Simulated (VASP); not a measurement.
# Ca (P4/mmm) in VASP: notebook

The runs below take Ca through single point, with LDA.

All numbers are computed with VASP 6.6.1; they aren't measurements. Logs are shortened: lines on timing, memory, paths and dates and some standing lists are left out, and cuts for length are marked.

### 1 The cell of the first run

It takes space group P4/mmm (No. 123, tetragonal). The conventional cell has a = 3.489 Å, b = 3.489 Å, c = 3.314 Å, α = 90.00°, β = 90.00°, γ = 90.00°. Within 4.4 Å of Ca (site symmetry 4/mmm) lie 6 Ca at 3.31 to 3.49 Å.

### 2 Single point, LDA (strain +0.000 along x and y, -0.050 along z)

INCAR

```
SYSTEM = Ca
  ALGO = Normal
  EDIFF = 1E-6
  ENCUT = 520
  GGA = CA
  ISIF = 2
  ISMEAR = 0
  LASPH = .True.
  LCHARG = .False.
  LREAL = .False.
  LWAVE = .False.
  NBANDS = 11
  NELM = 100
  PREC = Accurate
  SIGMA = 0.15
```

KPOINTS

```
k-points
0
Gamma
  14 14 14
  0 0 0
```

POSCAR

```
Ca
1.0
    3.4886563400      0.0000000000      0.0000000000
    0.0000000000      3.4886563400      0.0000000000
    0.0000000000      0.0000000000      3.3142235230
Ca
1
Direct
    0.0000000000      0.0000000000      0.0000000000
```

Potentials or basis: VASP PAW LDA potentials, release 64 (Ca_sv).

Launch:

```sh
$ cat potpaw_LDA.64/Ca_sv/POTCAR > POTCAR
$ mpirun -np 1 vasp_std > vasp.out
```

OUTCAR:

```text
SYSTEM = Ca
   EDIFF = 1E-6
   ENCUT = 520
   GGA = CA
   ISIF = 2
   ISMEAR = 0
   LASPH = .True.
   LREAL = .False.
   NELM = 100
   PREC = Accurate

 ion  position               nearest neighbor table
   1  0.000  0.000  0.000-

  LATTYP: Found a simple tetragonal cell.
 ALAT       =     3.4886563400
 C/A-ratio  =     0.9500000000

  Lattice vectors:

 A1 = (   3.4886563400,   0.0000000000,   0.0000000000)
 A2 = (   0.0000000000,   3.4886563400,   0.0000000000)
 A3 = (   0.0000000000,   0.0000000000,   3.3142235230)

Analysis of symmetry for initial positions (statically):
=====================================================================
 Subroutine PRICEL returns:
 Original cell was already a primitive cell.

 Routine SETGRP: Setting up the symmetry group for a
 simple tetragonal supercell.

 Subroutine GETGRP returns: Found 16 space group operations
 (whereof 16 operations were pure point group operations)
 out of a pool of 16 trial point group operations.

The static configuration has the point symmetry D_4h.

Analysis of symmetry for dynamics (positions and initial velocities):
=====================================================================
 Subroutine PRICEL returns:
 Original cell was already a primitive cell.

 Routine SETGRP: Setting up the symmetry group for a
 simple tetragonal supercell.

 Subroutine GETGRP returns: Found 16 space group operations
 (whereof 16 operations were pure point group operations)
 out of a pool of 16 trial point group operations.

The dynamic configuration has the point symmetry D_4h.

 Subroutine INISYM returns: Found 16 space group operations
 (whereof 16 operations are pure point group operations),
 and found     1 'primitive' translations

----------------------------------------------------------------------------------------

                                     Primitive cell

  volume of cell :      40.3365

  direct lattice vectors                    reciprocal lattice vectors
     3.488656340  0.000000000  0.000000000     0.286643310  0.000000000  0.000000000
     0.000000000  3.488656340  0.000000000     0.000000000  0.286643310  0.000000000
     0.000000000  0.000000000  3.314223523     0.000000000  0.000000000  0.301729800

  length of vectors
     3.488656340  3.488656340  3.314223523     0.286643310  0.286643310  0.301729800

  position of ions in fractional coordinates (direct lattice)
     0.000000000  0.000000000  0.000000000

  ion indices of the primitive-cell ions
   primitive index   ion index
                 1           1

----------------------------------------------------------------------------------------

 KPOINTS: k-points

Automatic generation of k-mesh.
 Grid dimensions read from file:
 generate k-points for:   14   14   14

 Generating k-lattice:

  Cartesian coordinates                     Fractional coordinates (reciprocal lattice)
     0.020474522  0.000000000  0.000000000     0.071428571  0.000000000  0.000000000
     0.000000000  0.020474522  0.000000000     0.000000000  0.071428571  0.000000000
     0.000000000  0.000000000  0.021552129     0.000000000  0.000000000  0.071428571

  Length of vectors
     0.020474522  0.020474522  0.021552129

  Shift w.r.t. Gamma in fractional coordinates (k-lattice)
     0.000000000  0.000000000  0.000000000

 Subroutine IBZKPT returns following result:
 ===========================================

 Found    288 irreducible k-points:

 Following reciprocal coordinates:
            Coordinates               Weight
  0.000000  0.000000  0.000000      1.000000
  0.071429  0.000000  0.000000      4.000000
  0.142857  0.000000  0.000000      4.000000
  0.214286  0.000000  0.000000      4.000000
  0.285714  0.000000  0.000000      4.000000
  0.357143  0.000000  0.000000      4.000000
[... 16 lines left out ...]
  0.285714  0.214286  0.000000      8.000000
  0.357143  0.214286  0.000000      8.000000
 [... further k-points ...]
   k-points           NKPTS =    288   k-points in BZ     NKDIM =    288   number of bands    NBANDS=     11
   number of dos      NEDOS =    301   number of ions     NIONS =      1
   total plane-waves  NPLWV =  21952
   dimension x,y,z NGX =    28 NGY =   28 NGZ =   28
   dimension x,y,z NGXF=    56 NGYF=   56 NGZF=   56
   ions per type =               1
   NGX,Y,Z   is equivalent  to a cutoff of  13.34, 13.34, 14.05 a.u.
   NGXF,Y,Z  is equivalent  to a cutoff of  26.69, 26.69, 28.09 a.u.
 SYSTEM =  Ca
   PREC   = accura    normal or accurate (medium, high low for compatibility)
   ISTART =      0    job   : 0-new  1-cont  2-samecut
   ICHARG =      2    charge: 1-file 2-atom 10-const
   ISPIN  =      1    spin polarized calculation?
   LNONCOLLINEAR =      F non collinear calculations
   LSORBIT =      F    spin-orbit coupling
   LASPH  =      T    aspherical Exc in radial PAW
   ENCUT  =  520.0 eV  38.22 Ry    6.18 a.u.   6.49  6.49  6.16*2*pi/ulx,y,z
   NELM   =    100;   NELMIN=  2; NELMDL= -5     # of ELM steps
   EDIFF  = 0.1E-05   stopping-criterion for ELM
   LREAL  =      F    real-space projection
   EDIFFG = 0.1E-04   stopping-criterion for IOM
   NSW    =      0    number of steps for IOM
   IBRION =     -1    ionic relax: 0-MD 1-quasi-New 2-CG
   NFREE  =      0    steps in history (QN), initial steepest desc. (CG)
   ISIF   =      2    stress and relaxation
   ISYM   =      2    0-nonsym 1-usesym 2-fastsym
   POTIM  = 0.5000    time-step for ionic-motion
   TEBEG  =    0.0;   TEEND  =   0.0 temperature during run
   PSTRESS=    0.0 pullay stress
   NELECT =      10.0000    total number of electrons
   NUPDOWN=      -1.0000    fix difference up-down
   EMIN   =  10.00;   EMAX   =-10.00  energy-range for DOS
   EFERMI =   0.00;   METHOD = LEGACY
   ISMEAR =     0;   SIGMA  =   0.15  broadening in eV -4-tet -1-fermi 0-gaus
   EFERMI_NEDOS =   21; number of points for ismear=-14 and -15
   IALGO  =     38    algorithm
   IMIX   =      4    mixing-type and parameters
     AMIX     =   0.40;   BMIX     =  1.00
     AMIX_MAG =   1.60;   BMIX_MAG =  1.00
  volume/ion in A,a.u.               =      40.34       272.20
  Fermi-wavevector in a.u.,A,eV,Ry     =   1.028432  1.943454 14.390497  1.057672
  Thomas-Fermi vector in A             =   2.162428
   LORBIT       =      0    0 simple, 1 ext, 2 COOP (PROOUT), +10 PAW based schemes
   GGA     = CA    functional components
   LHFCALC =     F    Hartree Fock is set to
   AEXX    =    0.0000 exact exchange contribution
   IVDW    =     0    specifies the selected vdW correction
   LEPSILON=     F    determine dielectric tensor
   LRPA    =     F    only Hartree local field effects (RPA)
 non-spin polarized calculation
 Gauss-broadening in eV      SIGMA  =   0.15
  energy-cutoff  :      520.00
  volume of cell :       40.34
 maximum number of plane-waves:      1116
 NGX is ok and might be reduce to    28
   NGX = 13   NGY = 13   NGZ = 13

 number of electron      10.0000000 magnetization

 number of electron       9.9999998 magnetization

 Free energy of the ion-electron system (eV)
  ---------------------------------------------------
  ext. energy  EPLUGINS =         0.00000000
  ---------------------------------------------------
  free energy    TOTEN  =        -1.81355703 eV

  energy without entropy =       -1.80270146  energy(sigma->0) =       -1.80812925

 E-fermi :   1.8296     XC(G=0):  -8.0852

 val. band max:        1.8150915194   @ k =   0.4286   0.3571   0.2857
 cond. band min:       1.8300414811   @ k =   0.4286   0.1429   0.0714
 fundamental gap:      0.0149499617
 Fermi energy:         1.8295518661

 k-point     1 :       0.0000    0.0000    0.0000
  band No.  band energies     occupation
      1     -39.7553      2.00000
      2     -20.9274      2.00000
      3     -20.9274      2.00000
      4     -20.8766      2.00000
      5      -2.0813      2.00000
      6       2.5303      0.00000
      7       2.5537      0.00000
      8       5.9608      0.00000
      9       6.1497      0.00000
     10       6.1497      0.00000
     11      10.4685      0.00000

 k-point     2 :       0.0714    0.0000    0.0000
  band No.  band energies     occupation
      1     -39.7542      2.00000
      2     -20.9394      2.00000
      3     -20.9264      2.00000
      4     -20.8757      2.00000
      5      -2.0075      2.00000
      6       2.5495      0.00000
      7       2.5782      0.00000
      8       5.8732      0.00000
      9       6.0792      0.00000
     10       6.1546      0.00000
     11      10.0051      0.00000

 k-point     3 :       0.1429    0.0000    0.0000
  band No.  band energies     occupation
      1     -39.7513      2.00000
      2     -20.9730      2.00000
      3     -20.9235      2.00000
      4     -20.8731      2.00000
      5      -1.7901      2.00000
      6       2.5984      0.00000
      7       2.6376      0.00000
      8       5.6489      0.00000
      9       5.8938      0.00000
     10       6.1686      0.00000
     11       9.0970      0.00000

 k-point     4 :       0.2143    0.0000    0.0000
  band No.  band energies     occupation
      1     -39.7470      2.00000
      2     -21.0212      2.00000
      3     -20.9194      2.00000
      4     -20.8693      2.00000
      5      -1.4411      2.00000
      6       2.6235      0.00000
      7       2.7148      0.00000
      8       5.3657      0.00000
      9       5.6515      0.00000
     10       6.1888      0.00000
     11       8.2257      0.00000

 k-point     5 :       0.2857    0.0000    0.0000
  band No.  band energies     occupation
      1     -39.7423      2.00000
      2     -21.0741      2.00000
      3     -20.9149      2.00000
      4     -20.8651      2.00000
      5      -0.9791      2.00000
      6       2.5128      0.00000
      7       2.8114      0.00000
      8       5.0910      0.00000
      9       5.4094      0.00000
     10       6.2115      0.00000
     11       7.5928      0.00000
[... 211 lines left out ...]
 k-point    21 :       0.5000    0.1429    0.0000
  band No.  band energies     occupation
      1     -39.7301      2.00000
      2     -21.1594      2.00000
      3     -20.9505      2.00000
      4     -20.8543      2.00000
      5       0.8279      2.00000
      6       1.3975      1.99995
      7       3.1493      0.00000
      8       4.5494      0.00000
      9       5.0815      0.00000
     10       6.0421      0.00000
     11       7.1532      0.00000

 k-point    22 :       0.2143    0.2143    0.0000
  band No.  band energies     occupation
      1     -39.7388      2.00000
      2     -21.0146      2.00000
      3     -21.0086      2.00000
      4     -20.8620      2.00000
      5      -0.8287      2.00000
      6       2.7174      0.00000
      7       3.0093      0.00000
      8       4.6129      0.00000
      9       5.6514      0.00000
     10       5.7958      0.00000
     11       8.7906      0.00000

 k-point    23 :       0.2857    0.2143    0.0000
  band No.  band energies     occupation
      1     -39.7341      2.00000
      2     -21.0637      2.00000
      3     -21.0059      2.00000
      4     -20.8579      2.00000
      5      -0.3913      2.00000
      6       2.6417      0.00000
      7       3.1380      0.00000
      8       4.3912      0.00000
      9       5.4762      0.00000
     10       5.7806      0.00000
     11       8.1382      0.00000

 k-point    24 :       0.3571    0.2143    0.0000
  band No.  band energies     occupation
      1     -39.7299      2.00000
      2     -21.1100      2.00000
      3     -21.0011      2.00000
      4     -20.8541      2.00000
      5       0.1263      2.00000
      6       2.3525      0.00000
      7       3.2321      0.00000
      8       4.3566      0.00000
      9       5.2945      0.00000
     10       5.8067      0.00000
     11       7.5702      0.00000

 [... further k-points ...]
[... 5 lines left out ...]
  --------------------------------------------------------------------------------------
  -------------------------------------------------------------------------------------
  Total       -0.4273467     -0.4273467      0.3625187      0.0000000     -0.0000000      0.0000000
  in kB      -16.9743337    -16.9743337     14.3993466      0.0000000     -0.0000000      0.0000000
  external PRESSURE =      -6.5164403 kB  Pullay stress =       0.0000000 kB

 VOLUME and BASIS-vectors are now :
 -----------------------------------------------------------------------------
  energy-cutoff  :      520.00
  volume of cell :       40.34
      direct lattice vectors                 reciprocal lattice vectors
     3.488656340  0.000000000  0.000000000     0.286643310  0.000000000  0.000000000
     0.000000000  3.488656340  0.000000000     0.000000000  0.286643310  0.000000000
     0.000000000  0.000000000  3.314223523     0.000000000  0.000000000  0.301729800

 POSITION                                       TOTAL-FORCE (eV/Angst)
 -----------------------------------------------------------------------------------
      0.00000      0.00000      0.00000         0.000000      0.000000      0.000000
 -----------------------------------------------------------------------------------
    total drift:                               -0.000000     -0.000000     -0.000000

  FREE ENERGIE OF THE ION-ELECTRON SYSTEM (eV)
  ---------------------------------------------------
  free  energy   TOTEN  =        -1.8135570338 eV

  energy  without entropy=       -1.8027014573  energy(sigma->0) =       -1.80812925
```

Wall time 38 s (1 thread of Intel Xeon 6975P-C (Granite Rapids), shared host); peak memory 0.23 GiB.

What came out:

| Property | Result |
| --- | --- |
| Free energy | -1.8136 eV |
| Pressure | -0.7 GPa |
| Band gap on the k mesh | zero (band 5 reaches 2.39 eV, above the bottom of band 6 at 1.38 eV) |

Caveat: the cell differs from its parent crystal (strain +0.000 along x and y, -0.050 along z).

### 3 Single point, LDA (strain -0.025 along x and y, +0.000 along z)

INCAR

```
SYSTEM = Ca
ALGO = Fast ; EDIFF = 1E-6
ENCUT = 520 ; ISIF = 2
ISMEAR = 0 ; LASPH = .TRUE.
LCHARG = .TRUE. ; LELF = .TRUE.
LREAL = .FALSE. ; LVHAR = .TRUE.
LWAVE = .FALSE. ; NBANDS = 11
NELM = 60 ; PREC = Accurate
SIGMA = 0.15
```

KPOINTS

```
k-points
0
G
  14 14 14
  0 0 0
```

POSCAR

```
Ca
1.0
    3.4014399315      0.0000000000      0.0000000000
    0.0000000000      3.4014399315      0.0000000000
    0.0000000000      0.0000000000      3.4886563400
Ca
1
Direct
    0.0000000000      0.0000000000      0.0000000000
```

Potentials or basis: VASP PAW LDA potentials, release 64 (Ca_sv).

Launch:

```sh
$ cat potpaw_LDA.64/Ca_sv/POTCAR > POTCAR
$ mpirun -np 1 vasp_std > vasp.out
```

It took 56 s on 1 thread of Intel Xeon 6975P-C (Granite Rapids), shared host; peak memory 0.23 GiB.

It converged, with:

```yaml
Free_energy: -1.8235 eV
Pressure: -0.7 GPa
Band_gap_on_the_k_mesh: zero (band 5 reaches 2.39 eV, above the bottom of band 6 at 1.38 eV)
```

Stress tensor (GPa, compression positive):
```
-0.29  0.00  0.00
 0.00 -0.29  0.00
 0.00  0.00 -1.58
```

Levels at points of the mesh, in eV from the Fermi level:
```csv
k point,band 3,band 4,band 5,band 6,band 7,band 8
"(0.00, 0.00, 0.00)",-22.75,-22.75,-3.93,0.71,0.71,4.21
"(0.50, 0.00, 0.00)",-22.74,-22.72,-1.15,-0.34,1.26,2.76
"(0.50, 0.50, 0.00)",-23.01,-22.72,-0.50,1.00,2.71,2.71
"(0.00, 0.00, 0.50)",-22.73,-22.73,-1.33,-0.46,1.17,3.01
"(0.50, 0.00, 0.50)",-22.97,-22.70,-0.47,0.81,2.51,2.57
"(0.50, 0.50, 0.50)",-22.98,-22.93,0.49,0.66,0.66,5.00
```

Caveat: the cell differs from its parent crystal (strain -0.025 along x and y, +0.000 along z).
